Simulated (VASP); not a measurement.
# CrN2 (Pnnm) in VASP: settings compared, part 2 of 3

VASP 6.6.1. The steps go on from the part before.

### Step 3. Single point, LDA, collinear spin, ferromagnetic start

This run uses another cell than the first one, of 8.11 Å³/atom, 1.006 times its volume.

INCAR

```
PREC = Accurate
ENCUT = 520
EDIFF = 1E-6
ISMEAR = -1
SIGMA = 0.05
LREAL = False
LASPH = True
NELM = 150
ALGO = Normal
ISIF = 2
LWAVE = False
LCHARG = False
ISPIN = 2
MAGMOM = 3 3 0 0 0 0
LORBIT = 11
LMAXMIX = 4
NBANDS = 35
```

KPOINTS

```
Automatic mesh
0
Gamma
  7 6 10
```

POSCAR

```
CrN2
1.0
    3.8393602639      0.0000000000      0.0000000000
    0.0000000000      4.6920690049      0.0000000000
    0.0000000000      0.0000000000      2.7005649437
Cr N
2 4
Direct
    0.0000000000      0.0000000000      0.0000000000
    0.5000000000      0.5000000000      0.5000000000
    0.8644931224      0.5891830116      0.0000000000
    0.1355068776      0.4108169884      0.0000000000
    0.3644931224      0.9108169884      0.5000000000
    0.6355068776      0.0891830116      0.5000000000
```

Potentials or basis: VASP PAW LDA potentials, release 64 (Cr_pv, N).

Command:

```console
$ cat potpaw_LDA.64/Cr_pv/POTCAR potpaw_LDA.64/N/POTCAR > POTCAR
$ mpirun -np 1 vasp_std > vasp.out
```

OUTCAR:

```text
PREC = Accurate
   ENCUT = 520
   EDIFF = 1E-6
   ISMEAR = -1
   LREAL = False
   LASPH = True
   NELM = 150
   ISIF = 2
   ISPIN = 2
   LORBIT = 11

 ion  position               nearest neighbor table
   1  0.000  0.000  0.000-   5 1.99   6 1.99   5 1.99   6 1.99   3 2.00   4 2.00
   2  0.500  0.500  0.500-   3 1.99   4 1.99   3 1.99   4 1.99   5 2.00   6 2.00
   3  0.864  0.589  0.000-   4 1.34   2 1.99   2 1.99   1 2.00
   4  0.136  0.411  0.000-   3 1.34   2 1.99   2 1.99   1 2.00
   5  0.364  0.911  0.500-   6 1.34   1 1.99   1 1.99   2 2.00
   6  0.636  0.089  0.500-   5 1.34   1 1.99   1 1.99   2 2.00

  LATTYP: Found a simple orthorhombic cell.
 ALAT       =     2.7005649437
 B/A-ratio  =     1.4216878112
 C/A-ratio  =     1.7374397960

  Lattice vectors:

 A1 = (   0.0000000000,   0.0000000000,   2.7005649437)
 A2 = (   3.8393602639,   0.0000000000,   0.0000000000)
 A3 = (   0.0000000000,   4.6920690049,   0.0000000000)

Analysis of symmetry for initial positions (statically):
=====================================================================
 Subroutine PRICEL returns:
 Original cell was already a primitive cell.

 Routine SETGRP: Setting up the symmetry group for a
 simple orthorhombic supercell.

 Subroutine GETGRP returns: Found  8 space group operations
 (whereof  4 operations were pure point group operations)
 out of a pool of  8 trial point group operations.

The static configuration has the point symmetry C_2h.
 The point group associated with its full space group is D_2h.

Analysis of symmetry for dynamics (positions and initial velocities):
=====================================================================
 Subroutine PRICEL returns:
 Original cell was already a primitive cell.

 Routine SETGRP: Setting up the symmetry group for a
 simple orthorhombic supercell.

 Subroutine GETGRP returns: Found  8 space group operations
 (whereof  4 operations were pure point group operations)
 out of a pool of  8 trial point group operations.

The dynamic configuration has the point symmetry C_2h.
 The point group associated with its full space group is D_2h.

Analysis of structural, dynamic, and magnetic symmetry:
=====================================================================
 Subroutine PRICEL returns:
 Original cell was already a primitive cell.

 Routine SETGRP: Setting up the symmetry group for a
 simple orthorhombic supercell.

 Subroutine GETGRP returns: Found  8 space group operations
 (whereof  4 operations were pure point group operations)
 out of a pool of  8 trial point group operations.

The overall configuration has the point symmetry C_2h.
 The point group associated with its full space group is D_2h.

 Subroutine INISYM returns: Found  8 space group operations
 (whereof  4 operations are pure point group operations),
 and found     1 'primitive' translations

----------------------------------------------------------------------------------------

                                     Primitive cell

  volume of cell :      48.6494

  direct lattice vectors                    reciprocal lattice vectors
     3.839360264  0.000000000  0.000000000     0.260460059  0.000000000  0.000000000
     0.000000000  4.692069005  0.000000000     0.000000000  0.213125595  0.000000000
     0.000000000  0.000000000  2.700564944     0.000000000  0.000000000  0.370292891

  length of vectors
     3.839360264  4.692069005  2.700564944     0.260460059  0.213125595  0.370292891

  position of ions in fractional coordinates (direct lattice)
     0.000000000  0.000000000  0.000000000
     0.500000000  0.500000000  0.500000000
     0.864493122  0.589183012  0.000000000
[... 97 lines left out ...]
   EMIN   =  10.00;   EMAX   =-10.00  energy-range for DOS
   EFERMI =   0.00;   METHOD = LEGACY
   ISMEAR =    -1;   SIGMA  =   0.05  broadening in eV -4-tet -1-fermi 0-gaus
   EFERMI_NEDOS =   21; number of points for ismear=-14 and -15
   IALGO  =     38    algorithm
   IMIX   =      4    mixing-type and parameters
     AMIX     =   0.40;   BMIX     =  1.00
     AMIX_MAG =   1.60;   BMIX_MAG =  1.00
  volume/ion in A,a.u.               =       8.11        54.72
  Fermi-wavevector in a.u.,A,eV,Ry     =   1.583190  2.991796 34.102884  2.506491
  Thomas-Fermi vector in A             =   2.682999
   LORBIT       =     11    0 simple, 1 ext, 2 COOP (PROOUT), +10 PAW based schemes
   GGA     = CA    functional components
   LHFCALC =     F    Hartree Fock is set to
   AEXX    =    0.0000 exact exchange contribution
   IVDW    =     0    specifies the selected vdW correction
   LEPSILON=     F    determine dielectric tensor
   LRPA    =     F    only Hartree local field effects (RPA)
 spin polarized calculation
  energy-cutoff  :      520.00
  volume of cell :       48.65
 maximum number of plane-waves:      1332
 NGX is ok and might be reduce to    30
   NGX = 15   NGY = 17   NGZ = 11

 number of electron      43.9999991 magnetization       4.0892965

 Free energy of the ion-electron system (eV)
  ---------------------------------------------------
  ext. energy  EPLUGINS =         0.00000000
  ---------------------------------------------------
  free energy    TOTEN  =       -58.63918770 eV

  energy without entropy =      -58.62894710  energy(sigma->0) =      -58.63406740

 E-fermi :   8.9293     XC(G=0): -13.4950

 val. band max:        8.9119360496   @ k =   0.0000   0.0000   0.2000
 cond. band min:       8.9485640574   @ k =   0.1429   0.3333   0.1000
 fundamental gap:      0.0366280077
 Fermi energy:         8.9293341376

 spin component 1

 k-point     1 :       0.0000    0.0000    0.0000
  band No.  band energies     occupation
      1     -34.8121      1.00000
      2     -34.7487      1.00000
      3     -34.6985      1.00000
      4     -34.6635      1.00000
      5     -34.5961      1.00000
      6     -34.5800      1.00000
[... 877 lines left out ...]
     33      17.2730      0.00000
     34      17.9787      0.00000

 [... further k-points ...]

 spin component 2

 k-point     1 :       0.0000    0.0000    0.0000
  band No.  band energies     occupation
      1     -32.9235      1.00000
      2     -32.9057      1.00000
      3     -32.8927      1.00000
      4     -32.8742      1.00000
      5     -32.6315      1.00000
      6     -32.5791      1.00000
[... 877 lines left out ...]
     33      17.6560      0.00000
     34      18.3666      0.00000

 [... further k-points ...]

 [bands above 34 left out]

------------------------ aborting loop because EDIFF is reached ----------------------------------------

  FORCE on cell =-STRESS in cart. coord.  units (eV):
  Direction    XX          YY          ZZ          XY          YZ          ZX
  --------------------------------------------------------------------------------------
  -------------------------------------------------------------------------------------
  Total        0.5099759      0.2734335      0.0064690      0.0000000      0.0000000      0.0000000
  in kB       16.7950922      9.0050134      0.2130456      0.0000000      0.0000000      0.0000000
  external PRESSURE =       8.6710504 kB  Pullay stress =       0.0000000 kB

 VOLUME and BASIS-vectors are now :
 -----------------------------------------------------------------------------
  energy-cutoff  :      520.00
  volume of cell :       48.65
      direct lattice vectors                 reciprocal lattice vectors
     3.839360264  0.000000000  0.000000000     0.260460059  0.000000000  0.000000000
     0.000000000  4.692069005  0.000000000     0.000000000  0.213125595  0.000000000
     0.000000000  0.000000000  2.700564944     0.000000000  0.000000000  0.370292891

 POSITION                                       TOTAL-FORCE (eV/Angst)
 -----------------------------------------------------------------------------------
      0.00000      0.00000      0.00000         0.000000     -0.000000      0.000000
      1.91968      2.34603      1.35028         0.000000     -0.000000      0.000000
      3.31910      2.76449      0.00000        -0.124328      0.098803      0.000000
      0.52026      1.92758      0.00000         0.124328     -0.098803      0.000000
      1.39942      4.27362      1.35028        -0.124328     -0.098803      0.000000
      2.43994      0.41845      1.35028         0.124328      0.098803      0.000000
 -----------------------------------------------------------------------------------
    total drift:                               -0.000000      0.000000     -0.000000

  FREE ENERGIE OF THE ION-ELECTRON SYSTEM (eV)
  ---------------------------------------------------
  free  energy   TOTEN  =       -58.6391877025 eV

  energy  without entropy=      -58.6289471036  energy(sigma->0) =      -58.63406740

 total charge

# of ion       s       p       d       tot
------------------------------------------
    1        0.358   6.449   4.251  11.058
    2        0.358   6.449   4.251  11.058
    3        1.242   2.525   0.000   3.767
    4        1.242   2.525   0.000   3.767
    5        1.242   2.525   0.000   3.767
    6        1.242   2.525   0.000   3.767
--------------------------------------------------
tot          5.684  22.998   8.501  37.184

 magnetization (x)

# of ion       s       p       d       tot
------------------------------------------
    1        0.014   0.022   1.981   2.017
    2        0.014   0.022   1.981   2.017
    3       -0.001  -0.039   0.000  -0.039
    4       -0.001  -0.039   0.000  -0.039
    5       -0.001  -0.039   0.000  -0.039
    6       -0.001  -0.039   0.000  -0.039
--------------------------------------------------
tot          0.025  -0.111   3.962   3.877
```

It took 2.4 min on 1 thread of Intel Xeon Platinum 8559C (Emerald Rapids), shared host; peak memory 0.31 GiB.

What came out:

```yaml
Free_energy: -58.6392 eV
Pressure: 0.9 GPa
Largest_force: 0.159 eV/Å
Net_moment: 4.09 μB per cell
Site_moments: Cr +2.02; N -0.04 μB
Valence_electrons_inside_the_program's_atomic_spheres: Cr 11.06; N 3.77
```

Forces on the atoms (eV/Å):
```
Cr   0.000  0.000  0.000
Cr   0.000  0.000  0.000
N   -0.124  0.099  0.000
N    0.124 -0.099  0.000
N   -0.124 -0.099  0.000
N    0.124  0.099  0.000
```

Stress tensor (GPa, compression positive):
```
1.68 0.00 0.00
0.00 0.90 0.00
0.00 0.00 0.02
```

Caveat: only a ferromagnetic start was run, and an antiferromagnetic order may lie lower in energy. With open d or f shells a metallic result of LDA can be an artefact of self-interaction; +U or a hybrid may open a gap.

### Step 4. Single point, PBEsol, collinear spin, zero start

This run uses another cell than the first one, of 8.71 Å³/atom, 1.081 times its volume.

INCAR

```
ALGO = Normal ; EDIFF = 1E-6
ENCUT = 520 ; GGA = PS
ISIF = 2 ; ISMEAR = -1
ISPIN = 2 ; LASPH = T
LCHARG = F ; LMAXMIX = 4
LORBIT = 11 ; LREAL = F
LWAVE = F ; MAGMOM = 0 0 0 0 0 0
NBANDS = 35 ; NELM = 150
NUPDOWN = 0.0 ; PREC = Accurate
SIGMA = 0.05
```

KPOINTS

```
k-points
0
Gamma
  6 5 8
```

POSCAR

```
CrN2
1.0
    3.9017860000      0.0000000000      0.0000000000
    0.0000000000      4.8095120000      0.0000000000
    0.0000000000      0.0000000000      2.7841700000
Cr N
2 4
Direct
    0.0000000000      0.0000000000      0.0000000000
    0.5000000000      0.5000000000      0.5000000000
    0.8661700000      0.5887750000      0.0000000000
    0.1338300000      0.4112250000      0.0000000000
    0.3661700000      0.9112250000      0.5000000000
    0.6338300000      0.0887750000      0.5000000000
```

Potentials or basis: VASP PAW PBE potentials, release 64 (Cr_pv, N).

Command:

```console
$ cat potpaw_PBE.64/Cr_pv/POTCAR potpaw_PBE.64/N/POTCAR > POTCAR
$ mpirun -np 1 vasp_std > vasp.out
```

It took 2.1 min on 1 thread of Intel Xeon 6975P-C (Granite Rapids), shared host; peak memory 0.28 GiB.

It converged, with:

```
Free energy                                           : -54.6053 eV
Pressure                                              : -17.5 GPa
Largest force                                         : 0.105 eV/Å
Net moment                                            : 0.00 μB per cell
Valence electrons inside the program's atomic spheres : Cr 10.87; N 3.73
```

Forces on the atoms (eV/Å):
```
Cr   0.000  0.000  0.000
Cr   0.000  0.000  0.000
N   -0.089 -0.055  0.000
N    0.089  0.055  0.000
N   -0.089  0.055  0.000
N    0.089 -0.055  0.000
```

Stress tensor (GPa, compression positive):
```
-12.73   0.00   0.00
  0.00 -19.32   0.00
  0.00   0.00 -20.42
```

Caveat: the PAW data sets were made with another functional, which shifts forces and pressure a little; the total moment is fixed, so each spin has its own Fermi level.

(Continued in part 3 of 3.)
